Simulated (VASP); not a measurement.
# Hf (Fm-3m) in VASP: further runs

Runs on Hf. Level: LDA. Tasks: single point.

All numbers are computed with VASP 6.6.1; they aren't measurements. Logs are shortened: lines on timing, memory, paths and dates and some standing lists are left out, and cuts for length are marked.

## (1) The cell of the first run

The structure is cubic, space group Fm-3m (No. 225). The conventional cell has a = 4.361 Å, b = 4.361 Å, c = 4.361 Å, α = 90.00°, β = 90.00°, γ = 90.00°. Hf (site symmetry m-3m) has 12 Hf at 3.08 Å within 4.1 Å.

## (2) Single point, LDA

Input file INCAR:

```
ALGO = Normal
EDIFF = 1E-6
ENCUT = 520
ISIF = 2
ISMEAR = -1
LASPH = True
LCHARG = True
LELF = True
LREAL = False
LVHAR = True
LWAVE = False
NBANDS = 11
NELM = 80
PREC = Accurate
SIGMA = 0.1
```

Input file KPOINTS:

```
k-points
0
Gamma
  12 12 12
```

Input file POSCAR:

```
Hf
1.0
    0.0000000000      2.1802972769      2.1802972769
    2.1802972769      0.0000000000      2.1802972769
    2.1802972769      2.1802972769      0.0000000000
Hf
1
Direct
    0.0000000000      0.0000000000      0.0000000000
```

Potentials or basis: VASP PAW LDA potentials, release 64 (Hf_pv).

The run is started by

```
> cat potpaw_LDA.64/Hf_pv/POTCAR > POTCAR
> mpirun -np 1 vasp_std > vasp.out
```

OUTCAR:

```text
EDIFF = 1E-6
   ENCUT = 520
   ISIF = 2
   ISMEAR = -1
   LASPH = True
   LREAL = False
   NELM = 80
   PREC = Accurate

 ion  position               nearest neighbor table
   1  0.000  0.000  0.000-

  LATTYP: Found a face centered cubic cell.
 ALAT       =     4.3605945538

  Lattice vectors:

 A1 = (   0.0000000000,   2.1802972769,   2.1802972769)
 A2 = (   2.1802972769,   0.0000000000,   2.1802972769)
 A3 = (   2.1802972769,   2.1802972769,   0.0000000000)

Analysis of symmetry for initial positions (statically):
[... 6 lines left out ...]

 Subroutine GETGRP returns: Found 48 space group operations
 (whereof 48 operations were pure point group operations)
 out of a pool of 48 trial point group operations.

The static configuration has the point symmetry O_h .

Analysis of symmetry for dynamics (positions and initial velocities):
[... 6 lines left out ...]

 Subroutine GETGRP returns: Found 48 space group operations
 (whereof 48 operations were pure point group operations)
 out of a pool of 48 trial point group operations.

The dynamic configuration has the point symmetry O_h .

 Subroutine INISYM returns: Found 48 space group operations
 (whereof 48 operations are pure point group operations),
 and found     1 'primitive' translations

----------------------------------------------------------------------------------------

                                     Primitive cell

  volume of cell :      20.7289

  direct lattice vectors                    reciprocal lattice vectors
     0.000000000  2.180297277  2.180297277    -0.229326526  0.229326526  0.229326526
     2.180297277  0.000000000  2.180297277     0.229326526 -0.229326526  0.229326526
     2.180297277  2.180297277  0.000000000     0.229326526  0.229326526 -0.229326526

  length of vectors
     3.083405979  3.083405979  3.083405979     0.397205194  0.397205194  0.397205194

  position of ions in fractional coordinates (direct lattice)
     0.000000000  0.000000000  0.000000000

  ion indices of the primitive-cell ions
   primitive index   ion index
                 1           1

----------------------------------------------------------------------------------------

 KPOINTS: k-points

Automatic generation of k-mesh.
 Grid dimensions read from file:
 generate k-points for:   12   12   12

 Generating k-lattice:

  Cartesian coordinates                     Fractional coordinates (reciprocal lattice)
    -0.019110544  0.019110544  0.019110544     0.083333333  0.000000000  0.000000000
     0.019110544 -0.019110544  0.019110544     0.000000000  0.083333333  0.000000000
     0.019110544  0.019110544 -0.019110544     0.000000000  0.000000000  0.083333333

  Length of vectors
     0.033100433  0.033100433  0.033100433

  Shift w.r.t. Gamma in fractional coordinates (k-lattice)
     0.000000000  0.000000000  0.000000000

 Subroutine IBZKPT returns following result:
 ===========================================

 Found     72 irreducible k-points:

 Following reciprocal coordinates:
            Coordinates               Weight
  0.000000  0.000000  0.000000      1.000000
  0.083333  0.000000  0.000000      8.000000
  0.166667  0.000000  0.000000      8.000000
  0.250000  0.000000  0.000000      8.000000
  0.333333  0.000000  0.000000      8.000000
  0.416667  0.000000  0.000000      8.000000
[... 16 lines left out ...]
  0.500000  0.166667  0.000000     24.000000
 -0.416667  0.166667  0.000000     24.000000
 [... further k-points ...]
   k-points           NKPTS =     72   k-points in BZ     NKDIM =     72   number of bands    NBANDS=     11
   number of dos      NEDOS =    301   number of ions     NIONS =      1
   total plane-waves  NPLWV =  13824
   dimension x,y,z NGX =    24 NGY =   24 NGZ =   24
   dimension x,y,z NGXF=    48 NGYF=   48 NGZF=   48
   ions per type =               1
   NGX,Y,Z   is equivalent  to a cutoff of  12.94, 12.94, 12.94 a.u.
   NGXF,Y,Z  is equivalent  to a cutoff of  25.88, 25.88, 25.88 a.u.
 SYSTEM =  unknown system
   PREC   = accura    normal or accurate (medium, high low for compatibility)
   ISTART =      0    job   : 0-new  1-cont  2-samecut
   ICHARG =      2    charge: 1-file 2-atom 10-const
   ISPIN  =      1    spin polarized calculation?
   LNONCOLLINEAR =      F non collinear calculations
   LSORBIT =      F    spin-orbit coupling
   LASPH  =      T    aspherical Exc in radial PAW
   ENCUT  =  520.0 eV  38.22 Ry    6.18 a.u.   5.73  5.73  5.73*2*pi/ulx,y,z
   NELM   =     80;   NELMIN=  2; NELMDL= -5     # of ELM steps
   EDIFF  = 0.1E-05   stopping-criterion for ELM
   LREAL  =      F    real-space projection
   EDIFFG = 0.1E-04   stopping-criterion for IOM
   NSW    =      0    number of steps for IOM
   IBRION =     -1    ionic relax: 0-MD 1-quasi-New 2-CG
   NFREE  =      0    steps in history (QN), initial steepest desc. (CG)
   ISIF   =      2    stress and relaxation
   ISYM   =      2    0-nonsym 1-usesym 2-fastsym
   POTIM  = 0.5000    time-step for ionic-motion
   TEBEG  =    0.0;   TEEND  =   0.0 temperature during run
   PSTRESS=    0.0 pullay stress
   NELECT =      10.0000    total number of electrons
   NUPDOWN=      -1.0000    fix difference up-down
   EMIN   =  10.00;   EMAX   =-10.00  energy-range for DOS
   EFERMI =   0.00;   METHOD = LEGACY
   ISMEAR =    -1;   SIGMA  =   0.10  broadening in eV -4-tet -1-fermi 0-gaus
   EFERMI_NEDOS =   21; number of points for ismear=-14 and -15
   IALGO  =     38    algorithm
   IMIX   =      4    mixing-type and parameters
     AMIX     =   0.40;   BMIX     =  1.00
     AMIX_MAG =   1.60;   BMIX_MAG =  1.00
  volume/ion in A,a.u.               =      20.73       139.89
  Fermi-wavevector in a.u.,A,eV,Ry     =   1.283953  2.426319 22.429684  1.648535
  Thomas-Fermi vector in A             =   2.416175
   LORBIT       =      0    0 simple, 1 ext, 2 COOP (PROOUT), +10 PAW based schemes
   GGA     = CA    functional components
   LHFCALC =     F    Hartree Fock is set to
   AEXX    =    0.0000 exact exchange contribution
   IVDW    =     0    specifies the selected vdW correction
   LEPSILON=     F    determine dielectric tensor
   LRPA    =     F    only Hartree local field effects (RPA)
 non-spin polarized calculation
  energy-cutoff  :      520.00
  volume of cell :       20.73
 maximum number of plane-waves:       568
   NGX = 11   NGY = 11   NGZ = 11

 number of electron      10.0000001 magnetization

 Free energy of the ion-electron system (eV)
  ---------------------------------------------------
  ext. energy  EPLUGINS =         0.00000000
  ---------------------------------------------------
  free energy    TOTEN  =       -10.65578708 eV

  energy without entropy =      -10.61332968  energy(sigma->0) =      -10.63455838

 E-fermi :   5.1807     XC(G=0): -11.8226

 val. band max:        5.1691432126   @ k =   0.2500   0.1667   0.0833
 cond. band min:       5.1902912627   @ k =  -0.3333   0.3333   0.1667
 fundamental gap:      0.0211480500
 Fermi energy:         5.1806566414

 k-point     1 :       0.0000    0.0000    0.0000
  band No.  band energies     occupation
      1     -24.4156      2.00000
      2     -24.4156      2.00000
      3     -24.4156      2.00000
      4      -2.2304      2.00000
      5       6.5223      0.00000
      6       6.5223      0.00000
      7       6.5223      0.00000
      8       9.5587      0.00000
      9       9.5587      0.00000
     10      16.8395      0.00000
     11      17.5395      0.00000

 k-point     2 :       0.0833    0.0000    0.0000
  band No.  band energies     occupation
      1     -24.4931      2.00000
      2     -24.4252      2.00000
      3     -24.4252      2.00000
      4      -1.9638      2.00000
      5       6.2649      0.00004
      6       6.6474      0.00000
      7       6.6474      0.00000
      8       9.4207      0.00000
      9       9.4207      0.00000
     10      17.4176      0.00000
     11      17.5390      0.00000

 k-point     3 :       0.1667    0.0000    0.0000
  band No.  band energies     occupation
      1     -24.7001      2.00000
      2     -24.4512      2.00000
      3     -24.4512      2.00000
      4      -1.2247      2.00000
      5       5.7057      0.01043
      6       6.8951      0.00000
      7       6.8951      0.00000
      8       9.2395      0.00000
      9       9.2395      0.00000
     10      17.5359      0.00000
     11      18.1464      0.00000

 k-point     4 :       0.2500    0.0000    0.0000
  band No.  band energies     occupation
      1     -24.9723      2.00000
      2     -24.4864      2.00000
      3     -24.4864      2.00000
      4      -0.2106      2.00000
      5       5.2470      0.68014
      6       6.9029      0.00000
      7       6.9029      0.00000
      8       9.5517      0.00000
      9       9.5517      0.00000
     10      16.9873      0.00000
     11      17.5461      0.00000

 k-point     5 :       0.3333    0.0000    0.0000
  band No.  band energies     occupation
      1     -25.2335      2.00000
      2     -24.5214      2.00000
      3     -24.5214      2.00000
      4       0.7100      2.00000
      5       5.2582      0.63075
      6       6.6292      0.00000
      7       6.6292      0.00000
      8      10.4497      0.00000
      9      10.4497      0.00000
     10      16.0242      0.00000
     11      17.5399      0.00000
[... 211 lines left out ...]
 k-point    21 :       0.3333    0.1667    0.0000
  band No.  band energies     occupation
      1     -25.0828      2.00000
      2     -24.6014      2.00000
      3     -24.5961      2.00000
      4       0.8833      2.00000
      5       4.4409      1.99878
      6       6.1250      0.00016
      7       7.7077      0.00000
      8       9.3853      0.00000
      9      11.0251      0.00000
     10      17.5260      0.00000
     11      18.2605      0.00000

 k-point    22 :       0.4167    0.1667    0.0000
  band No.  band energies     occupation
      1     -25.2686      2.00000
      2     -24.6626      2.00000
      3     -24.6178      2.00000
      4       1.7126      2.00000
      5       4.5157      1.99741
      6       5.7042      0.01060
      7       7.4435      0.00000
      8      10.8355      0.00000
      9      11.8157      0.00000
     10      16.5319      0.00000
     11      17.5569      0.00000

 k-point    23 :       0.5000    0.1667    0.0000
  band No.  band energies     occupation
      1     -25.3777      2.00000
      2     -24.7196      2.00000
      3     -24.6176      2.00000
      4       2.1222      2.00000
      5       4.6650      1.98854
      6       5.8712      0.00200
      7       7.1790      0.00000
      8      12.0272      0.00000
      9      12.2570      0.00000
     10      14.9496      0.00000
     11      17.5497      0.00000

 k-point    24 :      -0.4167    0.1667    0.0000
  band No.  band energies     occupation
      1     -25.3866      2.00000
      2     -24.7551      2.00000
      3     -24.5954      2.00000
      4       2.2199      2.00000
      5       4.7767      1.96540
      6       5.9456      0.00095
      7       7.0584      0.00000
      8      11.2910      0.00000
      9      12.8680      0.00000
     10      14.9902      0.00000
     11      17.5497      0.00000

 [... further k-points ...]
[... 5 lines left out ...]
  --------------------------------------------------------------------------------------
  -------------------------------------------------------------------------------------
  Total        0.0013512      0.0013512      0.0013512     -0.0000000      0.0000000     -0.0000000
  in kB        0.1044341      0.1044341      0.1044341     -0.0000000      0.0000000     -0.0000000
  external PRESSURE =       0.1044341 kB  Pullay stress =       0.0000000 kB

 VOLUME and BASIS-vectors are now :
 -----------------------------------------------------------------------------
  energy-cutoff  :      520.00
  volume of cell :       20.73
      direct lattice vectors                 reciprocal lattice vectors
     0.000000000  2.180297277  2.180297277    -0.229326526  0.229326526  0.229326526
     2.180297277  0.000000000  2.180297277     0.229326526 -0.229326526  0.229326526
     2.180297277  2.180297277  0.000000000     0.229326526  0.229326526 -0.229326526

 POSITION                                       TOTAL-FORCE (eV/Angst)
 -----------------------------------------------------------------------------------
      0.00000      0.00000      0.00000        -0.000000      0.000000     -0.000000
 -----------------------------------------------------------------------------------
    total drift:                                0.000000     -0.000000     -0.000000

  FREE ENERGIE OF THE ION-ELECTRON SYSTEM (eV)
  ---------------------------------------------------
  free  energy   TOTEN  =       -10.6557870817 eV

  energy  without entropy=      -10.6133296787  energy(sigma->0) =      -10.63455838
```

Run time: 24 s. Hardware: 1 thread of AMD EPYC 7R43 (Zen 3), shared host; peak memory 0.1 GiB.

Results:

| Quantity | Value |
| --- | --- |
| Free energy | -10.6558 eV |
| Pressure | 0.0 GPa |
| Band gap on the k mesh | zero (band 5 reaches 6.52 eV, above the bottom of band 6 at 4.77 eV) |

Levels at points of the mesh, in eV from the Fermi level:
```
           k point  band 1  band 2  band 3  band 4  band 5  band 6  band 7  band 8  band 9  band 10
(0.00, 0.00, 0.00)  -29.60  -29.60  -29.60   -7.41    1.34    1.34    1.34    4.38    4.38    11.66
(0.50, 0.00, 0.00)  -30.67  -29.74  -29.74   -3.87    1.00    1.09    1.09    6.75    6.75    10.30
(0.50, 0.50, 0.00)  -30.60  -29.98  -29.98   -3.60   -2.46    3.08    6.75    7.46    7.46    10.63
```

Caveat: spin-orbit coupling is left out, which moves the levels of the heavy elements.

## (3) Single point, LDA (volume scaled by 0.88)

Input file INCAR:

```
ALGO = Normal ; EDIFF = 1E-6
ENCUT = 520 ; GGA = CA
ISIF = 2 ; ISMEAR = -1
LASPH = T ; LCHARG = F
LREAL = F ; LWAVE = F
NBANDS = 11 ; NELM = 80
PREC = Accurate ; SIGMA = 0.1
```

Input file KPOINTS:

```
k-points
0
Gamma
  14 14 14
```

Input file POSCAR:

```
Hf
1.0
    0.0000000000      2.0893439334      2.0893439334
    2.0893439334      0.0000000000      2.0893439334
    2.0893439334      2.0893439334      0.0000000000
Hf
1
Direct
    0.0000000000      0.0000000000      0.0000000000
```

Potentials or basis: VASP PAW LDA potentials, release 64 (Hf_pv).

The run is started by

```
> cat potpaw_LDA.64/Hf_pv/POTCAR > POTCAR
> mpirun -np 1 vasp_std > vasp.out
```

Run time: 22 s. Hardware: 1 thread of AMD EPYC 7R43 (Zen 3), shared host; peak memory 0.11 GiB.

Results (log left out):

```
Free energy            : -10.5184 eV
Pressure               : 18.9 GPa
Band gap on the k mesh : zero (band 5 reaches 7.53 eV, above the bottom of band 6 at 5.32 eV)
```

Levels at points of the mesh, in eV from the Fermi level:
```csv
k point,band 1,band 2,band 3,band 4,band 5,band 6,band 7,band 8,band 9,band 10
"(0.00, 0.00, 0.00)",-29.14,-29.14,-29.14,-7.79,1.36,1.36,1.36,4.92,4.92,12.09
"(0.50, 0.00, 0.00)",-30.74,-29.34,-29.34,-4.28,1.04,1.04,1.63,7.73,7.73,11.75
"(0.50, 0.50, 0.00)",-30.63,-29.70,-29.70,-4.24,-3.02,4.03,7.75,8.60,8.60,11.89
```

Caveat: spin-orbit coupling is left out, which moves the levels of the heavy elements.
